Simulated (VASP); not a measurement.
WC:

```xyz
2
Lattice="0.0000 2.1927 2.1927 2.1927 0.0000 2.1927 2.1927 2.1927 0.0000" Properties=species:S:1:pos:R:3 pbc="T T T"
W     0.0000    0.0000    0.0000
C     2.1927    2.1927    2.1927
```

Base run:

```yaml
Program: VASP 6.6.1
Functional: BLYP
Potentials_or_basis: VASP PAW PBE potentials, release 64 (W_sv, C_h)
Cutoff: 1300 eV
k_mesh: 10 × 10 × 10
Occupations: fermi-dirac, width 0.05 eV
Spin: no spin polarisation
```

Its results: band gap on the k mesh zero (bands 9 and 10 overlap by 3.10 eV); pressure 13.8 GPa.

The run is repeated on the same cell with these changes: functional from BLYP to r2SCAN; cutoff from 1300 eV to 1430 eV. What comes out?

Band gap on the k mesh zero (bands 9 and 10 overlap by 3.32 eV); pressure -3.9 GPa.

Caveats: the PAW data sets were made with another functional, which shifts forces and pressure a little; spin-orbit coupling is left out, which moves the levels of the heavy elements; the cell stands under pressure (at least some runs); the cell stands under tension (at least some runs).
